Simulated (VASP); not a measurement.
# W (I4/mmm) in VASP: notebook, part 3 of 3

VASP 6.6.1.

### 4 Single point, PBE

This run uses another cell than the first one, of the same volume but with other edges.

The input, INCAR:

```
  PREC = Accurate
  ENCUT = 500
  EDIFF = 1E-6
  ISMEAR = 0
  SIGMA = 0.15
  LREAL = False
  LASPH = True
  NELM = 120
  ALGO = Normal
  ISIF = 2
  LWAVE = False
  LCHARG = False
  GGA = PE
  NBANDS = 13
  GGA_COMPAT = False
```

The input, KPOINTS:

```
regular mesh
0
Gamma
  30 30 30
```

The input, POSCAR:

```
W
1.0
   -1.6803892075      1.6803892075      1.4283308264
    1.6803892075     -1.6803892075      1.4283308264
    1.6803892075      1.6803892075     -1.4283308264
W
1
Direct
    0.0000000000      0.0000000000      0.0000000000
```

Potentials or basis: VASP PAW PBE potentials, release 64 (W_sv).

Command:

```console
$ cat potpaw_PBE.64/W_sv/POTCAR > POTCAR
$ mpirun -np 1 vasp_std > vasp.out
```

OUTCAR:

```text
PREC = Accurate
   ENCUT = 500
   EDIFF = 1E-6
   ISMEAR = 0
   LREAL = False
   LASPH = True
   NELM = 120
   ISIF = 2
   GGA = PE

 ion  position               nearest neighbor table
   1  0.000  0.000  0.000-

  LATTYP: Found a body centered tetragonal cell.
 ALAT       =     3.3607784150
 C/A-ratio  =     0.8500000000

  Lattice vectors:

 A1 = (  -1.6803892075,   1.6803892075,   1.4283308264)
 A2 = (   1.6803892075,  -1.6803892075,   1.4283308264)
 A3 = (   1.6803892075,   1.6803892075,  -1.4283308264)

Analysis of symmetry for initial positions (statically):
=====================================================================
 Subroutine PRICEL returns:
 Original cell was already a primitive cell.

 Routine SETGRP: Setting up the symmetry group for a
 body centered tetragonal supercell.

 Subroutine GETGRP returns: Found 16 space group operations
 (whereof 16 operations were pure point group operations)
 out of a pool of 16 trial point group operations.

The static configuration has the point symmetry D_4h.

Analysis of symmetry for dynamics (positions and initial velocities):
=====================================================================
 Subroutine PRICEL returns:
 Original cell was already a primitive cell.

 Routine SETGRP: Setting up the symmetry group for a
 body centered tetragonal supercell.

 Subroutine GETGRP returns: Found 16 space group operations
 (whereof 16 operations were pure point group operations)
 out of a pool of 16 trial point group operations.

The dynamic configuration has the point symmetry D_4h.

 Subroutine INISYM returns: Found 16 space group operations
 (whereof 16 operations are pure point group operations),
 and found     1 'primitive' translations

----------------------------------------------------------------------------------------

                                     Primitive cell

  volume of cell :      16.1328

  direct lattice vectors                    reciprocal lattice vectors
    -1.680389207  1.680389207  1.428330826     0.000000000  0.297550114  0.350058957
[... 114 lines left out ...]
   LRPA    =     F    only Hartree local field effects (RPA)
 non-spin polarized calculation
 Gauss-broadening in eV      SIGMA  =   0.15
  energy-cutoff  :      500.00
  volume of cell :       16.13
 maximum number of plane-waves:       430
   NGX = 11   NGY = 11   NGZ = 11

 number of electron      13.9999996 magnetization

 Free energy of the ion-electron system (eV)
  ---------------------------------------------------
  ext. energy  EPLUGINS =         0.00000000
  ---------------------------------------------------
  free energy    TOTEN  =       -12.68852660 eV

  energy without entropy =      -12.68033103  energy(sigma->0) =      -12.68442882

 E-fermi :  11.1317     XC(G=0): -13.5312

 val. band max:       11.1307527363   @ k =  -0.1000   0.1000   0.1000
 cond. band min:      11.1318461291   @ k =   0.5000   0.5000   0.2667
 fundamental gap:      0.0010933927
 Fermi energy:        11.1316813258

 k-point     1 :       0.0000    0.0000    0.0000
  band No.  band energies     occupation
      1     -62.9819      2.00000
      2     -26.6254      2.00000
      3     -26.6254      2.00000
      4     -26.4537      2.00000
      5       1.6584      2.00000
      6       8.7170      2.00000
      7      11.0583      1.51108
      8      11.0583      1.51108
      9      11.6493      0.00000
     10      14.6129      0.00000
     11      24.8678      0.00000
     12      24.8678      0.00000
     13      28.2583      0.00000
[... 354 lines left out ...]
  band No.  band energies     occupation
      1     -62.8958      2.00000
      2     -27.3263      2.00000
      3     -26.8676      2.00000
      4     -26.6499      2.00000
      5       4.6992      2.00000
      6       8.0036      2.00000
      7       9.6098      2.00000
      8      13.0820      0.00000
      9      13.2404      0.00000
     10      14.0165      0.00000
     11      24.8686      0.00000
     12      28.7235      0.00000
     13      31.2428      0.00000

 [... further k-points ...]

------------------------ aborting loop because EDIFF is reached ----------------------------------------

  FORCE on cell =-STRESS in cart. coord.  units (eV):
  Direction    XX          YY          ZZ          XY          YZ          ZX
  --------------------------------------------------------------------------------------
  -------------------------------------------------------------------------------------
  Total       -0.9177223     -0.9177223      3.2726159      0.0000000     -0.0000000      0.0000000
  in kB      -91.1408975    -91.1408975    325.0102418      0.0000000     -0.0000000      0.0000000
  external PRESSURE =      47.5761489 kB  Pullay stress =       0.0000000 kB

 VOLUME and BASIS-vectors are now :
 -----------------------------------------------------------------------------
  energy-cutoff  :      500.00
  volume of cell :       16.13
      direct lattice vectors                 reciprocal lattice vectors
    -1.680389207  1.680389207  1.428330826     0.000000000  0.297550114  0.350058957
     1.680389207 -1.680389207  1.428330826     0.297550114  0.000000000  0.350058957
     1.680389207  1.680389207 -1.428330826     0.297550114  0.297550114  0.000000000

 POSITION                                       TOTAL-FORCE (eV/Angst)
 -----------------------------------------------------------------------------------
      0.00000      0.00000      0.00000         0.000000      0.000000     -0.000000
 -----------------------------------------------------------------------------------
    total drift:                                0.000000     -0.000000      0.000000

  FREE ENERGIE OF THE ION-ELECTRON SYSTEM (eV)
  ---------------------------------------------------
  free  energy   TOTEN  =       -12.6885266041 eV

  energy  without entropy=      -12.6803310338  energy(sigma->0) =      -12.68442882
```

OSZICAR:

```text
N       E                     dE             d eps       ncg     rms          rms(c)
DAV:   1     0.832065184361E+02    0.83207E+02   -0.73028E+03 52097   0.119E+03
DAV:   2    -0.116800676912E+02   -0.94887E+02   -0.91191E+02 57792   0.311E+02
DAV:   3    -0.132963506707E+02   -0.16163E+01   -0.16096E+01 57392   0.394E+01
DAV:   4    -0.133030006645E+02   -0.66500E-02   -0.66497E-02 57467   0.279E+00
DAV:   5    -0.133030569868E+02   -0.56322E-04   -0.56323E-04 58282   0.243E-01    0.201E+01
DAV:   6    -0.128172200714E+02    0.48584E+00   -0.41407E-01 55902   0.854E+00    0.802E+00
DAV:   7    -0.126925912751E+02    0.12463E+00   -0.21157E-01 59552   0.578E+00    0.597E-01
DAV:   8    -0.126885238655E+02    0.40674E-02   -0.43974E-03 53127   0.839E-01    0.737E-02
DAV:   9    -0.126885318017E+02   -0.79361E-05   -0.77622E-05 63185   0.106E-01    0.510E-02
DAV:  10    -0.126885268023E+02    0.49993E-05   -0.11442E-05 56847   0.428E-02    0.425E-03
DAV:  11    -0.126885266041E+02    0.19821E-06   -0.56556E-07 35096   0.935E-03
   1 F= -.12688527E+02 E0= -.12684429E+02  d E =-.819557E-02
```

Run time: 3.3 min. Hardware: 1 thread of Intel Xeon Platinum 8488C (Sapphire Rapids), shared host; peak memory 0.45 GiB.

What came out:

```
Free energy            : -12.6885 eV
Pressure               : 4.8 GPa
Band gap on the k mesh : zero (bands 7 and 8 overlap by 6.49 eV)
```

Stress tensor (GPa, compression positive):
```
-9.11  0.00  0.00
 0.00 -9.11  0.00
 0.00  0.00 32.50
```

Caveat: the cell stands under pressure; spin-orbit coupling is left out, which moves the levels of the heavy elements.

### 5 Single point, PBE

This run uses another cell than the first one, of the same volume but with other edges.

The input, INCAR:

```
PREC = Accurate
ENCUT = 500
EDIFF = 1E-6
ISMEAR = 0
SIGMA = 0.15
LREAL = False
LASPH = True
NELM = 120
ALGO = Normal
ISIF = 2
LWAVE = False
LCHARG = False
GGA = PE
NBANDS = 13
GGA_COMPAT = False
```

KPOINTS is that of step 4.

The input, POSCAR:

```
W
1.0
   -1.4979216924      1.4979216924      1.7975060309
    1.4979216924     -1.4979216924      1.7975060309
    1.4979216924      1.4979216924     -1.7975060309
W
1
Direct
    0.0000000000      0.0000000000      0.0000000000
```

Command:

```console
$ cat potpaw_PBE.64/W_sv/POTCAR > POTCAR
$ mpirun -np 1 vasp_std > vasp.out
```

Run time: 3.3 min. Hardware: 1 thread of Intel Xeon Platinum 8488C (Sapphire Rapids), shared host; peak memory 0.45 GiB.

Results (log left out):

```
Free energy            : -12.6985 eV
Pressure               : 4.3 GPa
Band gap on the k mesh : zero (bands 7 and 8 overlap by 5.66 eV)
```

Stress tensor (GPa, compression positive):
```
 14.70   0.00   0.00
  0.00  14.70   0.00
  0.00   0.00 -16.51
```

Levels at points of the mesh, in eV from the Fermi level:
| k point | band 4 | band 5 | band 6 | band 7 | band 8 | band 9 | band 10 | band 11 |
| --- | --- | --- | --- | --- | --- | --- | --- | --- |
| (0.00, 0.00, 0.00) | -37.70 | -9.48 | -1.45 | -1.45 | 0.56 | 0.57 | 3.11 | 12.86 |
| (0.50, 0.00, 0.00) | -37.74 | -6.10 | -2.41 | 0.26 | 0.36 | 3.83 | 5.51 | 10.37 |
| (0.50, 0.50, 0.00) | -37.89 | -6.06 | -4.63 | 1.70 | 4.04 | 4.27 | 6.20 | 11.24 |
| (0.50, 0.50, 0.50) | -38.37 | -5.87 | -5.33 | 4.72 | 5.11 | 5.40 | 5.40 | 9.86 |

Caveat: the cell stands under pressure; spin-orbit coupling is left out, which moves the levels of the heavy elements.

### 6 The runs side by side

```tsv
cell	gap on the mesh (eV)	pressure (GPa)
a = 2.860 Å, angles 100.0, 100.0, 130.6°, 1 atom	none	29.8
a = 2.825 Å, angles 101.5, 101.5, 126.9°, 1 atom	none	18.3
a = 2.773 Å, angles 105.4, 105.4, 118.0°, 1 atom	none	4.8
a = 2.778 Å, angles 114.7, 114.7, 99.4°, 1 atom	none	4.3
```

Alike in all rows: task single point; level PBE; potentials or basis VASP PAW PBE potentials, release 64 (W_sv); no spin polarisation; k mesh 30 × 30 × 30; cutoff (eV) 500; smearing gaussian 0.15 eV.

Caveats: the cell stands under pressure; spin-orbit coupling is left out, which moves the levels of the heavy elements.

Total energies depend on the potentials used, so only differences within one code and one set of settings carry meaning.
